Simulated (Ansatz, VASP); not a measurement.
**HfAs4: VASP beside Ansatz**

The input INCAR:

```
PREC     = Accurate       # precision mode
ENCUT    = 520            # plane-wave cutoff, eV
EDIFF    = 1E-6           # SCF threshold, eV
ISMEAR   = 0              # smearing method
SIGMA    = 0.1            # smearing width, eV
LREAL    = False          # projectors in reciprocal space
LASPH    = True           # aspherical terms in the spheres
NELM     = 60             # most SCF steps
ALGO     = Normal         # electronic algorithm
ISIF     = 2              # what is computed and relaxed
LWAVE    = False          # write WAVECAR
LCHARG   = False          # write CHGCAR
GGA      = PE             # functional
NBANDS   = 23             # bands
```

The input KPOINTS:

```
regular mesh
0
Gamma
  4 4 4
```

File POSCAR:

```
HfAs4
1.0
    4.5805458200      0.0000000000      0.0000000000
    0.0000000000      4.5805458200      0.0000000000
    0.0000000000      0.0000000000      6.4778700200
Hf As
1 4
Direct
    0.0000000000      0.0000000000      0.0000000000
    0.5000000000      0.0000000000      0.2500000000
    0.0000000000      0.5000000000      0.7500000000
    0.5000000000      0.0000000000      0.7500000000
    0.0000000000      0.5000000000      0.2500000000
```

Input for Ansatz:

```yaml
crystal:
  lattice:
    - [4.58054582, 0.0, 0.0]
    - [0.0, 4.58054582, 0.0]
    - [0.0, 0.0, 6.47787002]
  atoms:
    - { symbol: Hf, position: [0.0, 0.0, 0.0] }
    - { symbol: As, position: [0.5, 0.0, 0.25] }
    - { symbol: As, position: [0.0, 0.5, 0.75] }
    - { symbol: As, position: [0.5, 0.0, 0.75] }
    - { symbol: As, position: [0.0, 0.5, 0.25] }
basis:
  ecutwfc: 420
kpoints:
  mp_grid: { grid: [4, 4, 4] }
hamiltonian:
  xc: pbe
scf:
  occupations: { method: gaussian, width: 0.1 }
  lower_state_search: "off"
output:
  forces: true
  stress: true
  eigenvalues: true
```

Change from the starting cell: ordered vacancies on the cation sites of fluorite (P4/mmm, No. 123).

Alike in both runs: task single point; functional PBE; k mesh 4 × 4 × 4; occupations gaussian, width 0.1 eV; no spin polarisation.

|  | VASP | Ansatz |
| --- | --- | --- |
| version | VASP 6.6.1 | Ansatz 0.2.0 |
| potentials or method | VASP PAW PBE potentials, release 64 (Hf_pv, As), cutoff 520 eV | scalar-relativistic, plane waves, PAW |
| valence electrons in the cell | 30 | 86 |

|  | VASP | Ansatz | Ansatz less VASP |
| --- | --- | --- | --- |
| gap on the k mesh at the Fermi level (eV) | none | none | - |
| pressure (GPa) | -6.5 | -6.4 | +0.11 |
| traceless stress, the component that is largest in VASP (GPa) | -5.07 | -5.07 | +0.004 |
| rms of the force components (eV/Å) | 0.118 | 0.114 | -0.0035 |

Atom by atom the forces differ by 0.004 eV/Å (rms over components). A gap of «none» marks a metal or a gap that the smearing closes. The functional is the same, so the differences come from potentials, cutoffs and numerics. VASP's potentials hold 30 valence electrons a cell and Ansatz's 86, so a difference there can come from the potentials and not from the codes.

Neither program's run includes spin-orbit coupling.
